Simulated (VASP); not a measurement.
# CdS (P6_3mc) in VASP: single point with r2SCAN

Aim: the single point of CdS with r2SCAN.

Everything below comes from runs of VASP 6.6.1. Logs are shortened: lines on timing, memory, paths and dates and some standing lists are left out, and cuts for length are marked.

**1. The cell of the first run**

Symmetry: P6_3mc, No. 186, hexagonal system. Conventional cell: a = 4.548 Å, b = 4.548 Å, c = 6.749 Å, α = 90.00°, β = 90.00°, γ = 120.00°. Within 3.4 Å of Cd (site symmetry 3m) lie 4 S at 2.60 to 2.74 Å. Within 3.4 Å of S (site symmetry 3m) lie 4 Cd at 2.60 to 2.74 Å.

**2. Single point, r2SCAN (strain +0.1000 x Voigt [1, 1, 0, 0, 0, 0])**

File POSCAR:

```
CdS
1.0
    4.5482791237      0.0000000000      0.0000000000
   -2.2741395619      3.9389252647      0.0000000000
    0.0000000000      0.0000000000      6.7490000000
Cd S
2 2
Direct
    0.3333333333      0.6666666667      0.0000000000
    0.6666666667      0.3333333333      0.5000000000
    0.3333333333      0.6666666667      0.3850000000
    0.6666666667      0.3333333333      0.8850000000
```

File INCAR.step1:

```
PREC = Accurate
ENCUT = 520
ISMEAR = 0
SIGMA = 0.05
LREAL = F
LASPH = T
NELM = 100
NBANDS = 26
GGA = PE
ALGO = Normal
EDIFF = 1E-4
LWAVE = T
LCHARG = F
```

File INCAR.step2:

```
PREC = Accurate
ENCUT = 520
EDIFF = 1E-6
ISMEAR = 0
SIGMA = 0.05
LREAL = F
LASPH = T
NELM = 100
ALGO = Normal
ISIF = 2
LWAVE = F
LCHARG = T
METAGGA = R2SCAN
LMIXTAU = T
LELF = T
LVHAR = T
NBANDS = 26
ISTART = 1
```

File KPOINTS:

```
Automatic mesh
0
Gamma
  12 12 4
```

Potentials or basis: VASP PAW PBE potentials, release 64 (Cd, S).

On the command line:

```console
$ cat potpaw_PBE.64/Cd/POTCAR potpaw_PBE.64/S/POTCAR > POTCAR
$ cp INCAR.step1 INCAR
$ mpirun -np 1 vasp_std > vasp.out
$ cp INCAR.step2 INCAR
$ mpirun -np 1 vasp_std > vasp.out
```

OUTCAR:

```text
PREC = Accurate
   ENCUT = 520
   EDIFF = 1E-6
   ISMEAR = 0
   LREAL = F
   LASPH = T
   NELM = 100
   ISIF = 2
   METAGGA = R2SCAN
   ISTART = 1

 ion  position               nearest neighbor table
   1  0.333  0.667  0.000-   3 2.60   4 2.74   4 2.74   4 2.74
   2  0.667  0.333  0.500-   4 2.60   3 2.74   3 2.74   3 2.74
   3  0.333  0.667  0.385-   1 2.60   2 2.74   2 2.74   2 2.74
   4  0.667  0.333  0.885-   2 2.60   1 2.74   1 2.74   1 2.74

  LATTYP: Found a hexagonal cell.
 ALAT       =     4.5482791237
 C/A-ratio  =     1.4838579200

  Lattice vectors:

 A1 = (   4.5482791237,   0.0000000000,   0.0000000000)
 A2 = (  -2.2741395619,   3.9389252647,   0.0000000000)
 A3 = (   0.0000000000,   0.0000000000,   6.7490000000)

Analysis of symmetry for initial positions (statically):
=====================================================================
 Subroutine PRICEL returns:
 Original cell was already a primitive cell.

 Routine SETGRP: Setting up the symmetry group for a
 hexagonal supercell.

 Subroutine GETGRP returns: Found 12 space group operations
 (whereof  6 operations were pure point group operations)
 out of a pool of 24 trial point group operations.

The static configuration has the point symmetry C_3v.
 The point group associated with its full space group is C_6v.

Analysis of symmetry for dynamics (positions and initial velocities):
=====================================================================
 Subroutine PRICEL returns:
 Original cell was already a primitive cell.

 Routine SETGRP: Setting up the symmetry group for a
 hexagonal supercell.

 Subroutine GETGRP returns: Found 12 space group operations
 (whereof  6 operations were pure point group operations)
 out of a pool of 24 trial point group operations.

The dynamic configuration has the point symmetry C_3v.
 The point group associated with its full space group is C_6v.

 Subroutine INISYM returns: Found 12 space group operations
 (whereof  6 operations are pure point group operations),
 and found     1 'primitive' translations

----------------------------------------------------------------------------------------

                                     Primitive cell

  volume of cell :     120.9106

  direct lattice vectors                    reciprocal lattice vectors
     4.548279124  0.000000000  0.000000000     0.219863375  0.126938179  0.000000000
    -2.274139562  3.938925265  0.000000000     0.000000000  0.253876358  0.000000000
     0.000000000  0.000000000  6.749000000     0.000000000  0.000000000  0.148170099

  length of vectors
     4.548279124  4.548279124  6.749000000     0.253876358  0.253876358  0.148170099

  position of ions in fractional coordinates (direct lattice)
     0.333333333  0.666666667  0.000000000
     0.666666667  0.333333333  0.500000000
     0.333333333  0.666666667  0.385000000
     0.666666667  0.333333333  0.885000000

  ion indices of the primitive-cell ions
   primitive index   ion index
                 1           1
                 2           2
                 3           3
                 4           4

----------------------------------------------------------------------------------------

 KPOINTS: Automatic mesh

Automatic generation of k-mesh.
 Grid dimensions read from file:
 generate k-points for:   12   12    4

 Generating k-lattice:

  Cartesian coordinates                     Fractional coordinates (reciprocal lattice)
     0.018321948  0.010578182  0.000000000     0.083333333 -0.000000000  0.000000000
     0.000000000  0.021156363  0.000000000     0.000000000  0.083333333  0.000000000
     0.000000000  0.000000000  0.037042525     0.000000000  0.000000000  0.250000000

  Length of vectors
     0.021156363  0.021156363  0.037042525

  Shift w.r.t. Gamma in fractional coordinates (k-lattice)
     0.000000000  0.000000000  0.000000000

 Subroutine IBZKPT returns following result:
 ===========================================

 Found     57 irreducible k-points:

 Following reciprocal coordinates:
            Coordinates               Weight
  0.000000  0.000000  0.000000      1.000000
  0.083333 -0.000000  0.000000      6.000000
  0.166667 -0.000000  0.000000      6.000000
  0.250000  0.000000  0.000000      6.000000
  0.333333  0.000000  0.000000      6.000000
  0.416667 -0.000000  0.000000      6.000000
[... 16 lines left out ...]
  0.250000  0.000000  0.250000     12.000000
  0.333333  0.000000  0.250000     12.000000
 [... further k-points ...]
   k-points           NKPTS =     57   k-points in BZ     NKDIM =     57   number of bands    NBANDS=     26
   number of dos      NEDOS =    301   number of ions     NIONS =      4
   total plane-waves  NPLWV =  64800
   dimension x,y,z NGX =    36 NGY =   36 NGZ =   50
   dimension x,y,z NGXF=    72 NGYF=   72 NGZF=  100
   ions per type =               2   2
   NGX,Y,Z   is equivalent  to a cutoff of  13.16, 13.16, 12.32 a.u.
   NGXF,Y,Z  is equivalent  to a cutoff of  26.32, 26.32, 24.63 a.u.
 SYSTEM =  unknown system
   PREC   = accura    normal or accurate (medium, high low for compatibility)
   ISTART =      1    job   : 0-new  1-cont  2-samecut
   ICHARG =      0    charge: 1-file 2-atom 10-const
   ISPIN  =      1    spin polarized calculation?
   LNONCOLLINEAR =      F non collinear calculations
   LSORBIT =      F    spin-orbit coupling
   LASPH  =      T    aspherical Exc in radial PAW
   ENCUT  =  520.0 eV  38.22 Ry    6.18 a.u.   8.46  8.46 12.55*2*pi/ulx,y,z
   NELM   =    100;   NELMIN=  2; NELMDL=  0     # of ELM steps
   EDIFF  = 0.1E-05   stopping-criterion for ELM
   LREAL  =      F    real-space projection
   EDIFFG = 0.1E-04   stopping-criterion for IOM
   NSW    =      0    number of steps for IOM
   IBRION =     -1    ionic relax: 0-MD 1-quasi-New 2-CG
   NFREE  =      0    steps in history (QN), initial steepest desc. (CG)
   ISIF   =      2    stress and relaxation
   ISYM   =      2    0-nonsym 1-usesym 2-fastsym
   POTIM  = 0.5000    time-step for ionic-motion
   TEBEG  =    0.0;   TEEND  =   0.0 temperature during run
   PSTRESS=    0.0 pullay stress
   NELECT =      36.0000    total number of electrons
   NUPDOWN=      -1.0000    fix difference up-down
   EMIN   =  10.00;   EMAX   =-10.00  energy-range for DOS
   EFERMI =   0.00;   METHOD = LEGACY
   ISMEAR =     0;   SIGMA  =   0.05  broadening in eV -4-tet -1-fermi 0-gaus
   EFERMI_NEDOS =   21; number of points for ismear=-14 and -15
   IALGO  =     38    algorithm
   IMIX   =      4    mixing-type and parameters
     AMIX     =   0.40;   BMIX     =  1.00
     AMIX_MAG =   1.60;   BMIX_MAG =  1.00
  volume/ion in A,a.u.               =      30.23       203.99
  Fermi-wavevector in a.u.,A,eV,Ry     =   1.093170  2.065791 16.259233  1.195020
  Thomas-Fermi vector in A             =   2.229450
   LORBIT       =      0    0 simple, 1 ext, 2 COOP (PROOUT), +10 PAW based schemes
   METAGGA = R2SCAN    functional components
   LHFCALC =     F    Hartree Fock is set to
   AEXX    =    0.0000 exact exchange contribution
   IVDW    =     0    specifies the selected vdW correction
   LEPSILON=     F    determine dielectric tensor
   LRPA    =     F    only Hartree local field effects (RPA)
 non-spin polarized calculation
 Gauss-broadening in eV      SIGMA  =   0.05
  energy-cutoff  :      520.00
  volume of cell :      120.91
 maximum number of plane-waves:      3314
 NGX is ok and might be reduce to    36
   NGX = 17   NGY = 17   NGZ = 25

 number of electron      35.9999999 magnetization

 Free energy of the ion-electron system (eV)
  ---------------------------------------------------
  ext. energy  EPLUGINS =         0.00000000
  ---------------------------------------------------
  free energy    TOTEN  =       -58.81592202 eV

  energy without entropy =      -58.81592202  energy(sigma->0) =      -58.81592202

 E-fermi :  -0.1357     XC(G=0):  -8.7815

 val. band max:       -0.3845647856   @ k =   0.0000   0.0000   0.0000
 cond. band min:       0.7573021883   @ k =   0.0000   0.0000   0.0000
 fundamental gap:      1.1418669739
 Fermi energy:        -0.1356795900

 k-point     1 :       0.0000    0.0000    0.0000
  band No.  band energies     occupation
      1     -12.2651      2.00000
      2     -11.9396      2.00000
      3      -7.9326      2.00000
      4      -7.8921      2.00000
      5      -7.8921      2.00000
      6      -7.8309      2.00000
[... 18 lines left out ...]
     25       7.5290      0.00000
     26       7.6912      0.00000

 k-point     2 :       0.0833   -0.0000    0.0000
  band No.  band energies     occupation
      1     -12.2505      2.00000
      2     -11.9353      2.00000
      3      -7.9280      2.00000
      4      -7.8871      2.00000
      5      -7.8779      2.00000
      6      -7.8260      2.00000
[... 18 lines left out ...]
     25       7.4573      0.00000
     26       7.7465      0.00000

 k-point     3 :       0.1667   -0.0000    0.0000
  band No.  band energies     occupation
      1     -12.2098      2.00000
      2     -11.9242      2.00000
      3      -7.9145      2.00000
      4      -7.8744      2.00000
      5      -7.8388      2.00000
      6      -7.8096      2.00000
[... 18 lines left out ...]
     25       7.7559      0.00000
     26       7.8422      0.00000

 k-point     4 :       0.2500    0.0000    0.0000
  band No.  band energies     occupation
      1     -12.1515      2.00000
      2     -11.9117      2.00000
      3      -7.8963      2.00000
      4      -7.8595      2.00000
      5      -7.8033      2.00000
      6      -7.7765      2.00000
[... 18 lines left out ...]
     25       7.9207      0.00000
     26       8.2421      0.00000
[... 496 lines left out ...]
      1     -12.1635      2.00000
      2     -11.9607      2.00000
      3      -7.8974      2.00000
      4      -7.8669      2.00000
      5      -7.8331      2.00000
      6      -7.8168      2.00000
[... 18 lines left out ...]
     25       7.4241      0.00000
     26       7.4630      0.00000

 k-point    23 :       0.2500    0.0000    0.2500
  band No.  band energies     occupation
      1     -12.1114      2.00000
      2     -11.9411      2.00000
      3      -7.8876      2.00000
      4      -7.8487      2.00000
      5      -7.8163      2.00000
      6      -7.7898      2.00000
[... 18 lines left out ...]
     25       7.5689      0.00000
     26       7.9079      0.00000

 k-point    24 :       0.3333    0.0000    0.2500
  band No.  band energies     occupation
      1     -12.0557      2.00000
      2     -11.9250      2.00000
      3      -7.8777      2.00000
      4      -7.8331      2.00000
      5      -7.8034      2.00000
      6      -7.7632      2.00000
[... 18 lines left out ...]
     25       7.6875      0.00000
     26       8.4592      0.00000

 [... further k-points ...]
[... 5 lines left out ...]
  --------------------------------------------------------------------------------------
  -------------------------------------------------------------------------------------
  Total       -6.1534963     -6.1534963     -2.9930659      0.0000000      0.0000000      0.0000000
  in kB      -81.5395380    -81.5395380    -39.6609010      0.0000000      0.0000000      0.0000000
  external PRESSURE =     -67.5799924 kB  Pullay stress =       0.0000000 kB

 VOLUME and BASIS-vectors are now :
 -----------------------------------------------------------------------------
  energy-cutoff  :      520.00
  volume of cell :      120.91
      direct lattice vectors                 reciprocal lattice vectors
     4.548279124  0.000000000  0.000000000     0.219863375  0.126938179  0.000000000
    -2.274139562  3.938925265  0.000000000     0.000000000  0.253876358  0.000000000
     0.000000000  0.000000000  6.749000000     0.000000000  0.000000000  0.148170099

 POSITION                                       TOTAL-FORCE (eV/Angst)
 -----------------------------------------------------------------------------------
     -0.00000      2.62595      0.00000        -0.000000      0.000000     -0.098266
      2.27414      1.31298      3.37450         0.000000     -0.000000     -0.098266
     -0.00000      2.62595      2.59836         0.000000      0.000000      0.098266
      2.27414      1.31298      5.97286         0.000000     -0.000000      0.098266
 -----------------------------------------------------------------------------------
    total drift:                               -0.000000     -0.000000      0.006143

  FREE ENERGIE OF THE ION-ELECTRON SYSTEM (eV)
  ---------------------------------------------------
  free  energy   TOTEN  =       -58.8159220198 eV

  energy  without entropy=      -58.8159220198  energy(sigma->0) =      -58.81592202
```

It took 27 min on 1 thread of AMD EPYC 7R13, shared host; peak memory 0.32 GiB.

Results:

* Free energy: -58.8159 eV
* Pressure: -6.8 GPa
* Largest force: 0.098 eV/Å
* Band gap on the k mesh: 1.14 eV, direct

Forces in eV/Å, atoms in the order of the input:
```
Cd   0.000  0.000 -0.098
Cd   0.000  0.000 -0.098
S    0.000  0.000  0.098
S    0.000  0.000  0.098
```

Levels at points of the mesh, in eV from the valence-band top:
```csv
k point,band 14,band 15,band 16,band 17,band 18,band 19,band 20,band 21,band 22,band 23
"(0.00, 0.00, 0.00)",-0.77,-0.77,-0.10,-0.10,0.00,1.14,2.44,6.57,6.57,7.69
"(0.50, 0.00, 0.00)",-2.71,-1.97,-1.54,-0.93,-0.54,3.65,3.72,5.72,6.37,7.32
"(0.00, 0.00, 0.50)",-1.96,-0.44,-0.44,-0.44,-0.44,2.69,2.69,6.55,6.55,6.86
"(0.50, 0.00, 0.50)",-3.31,-1.07,-1.07,-0.80,-0.80,3.71,3.71,5.63,5.63,7.66
```

Caveat: the cell differs from its parent crystal (strain +0.1000 x Voigt [1, 1, 0, 0, 0, 0]); the PAW data sets were made with another functional, which shifts forces and pressure a little.
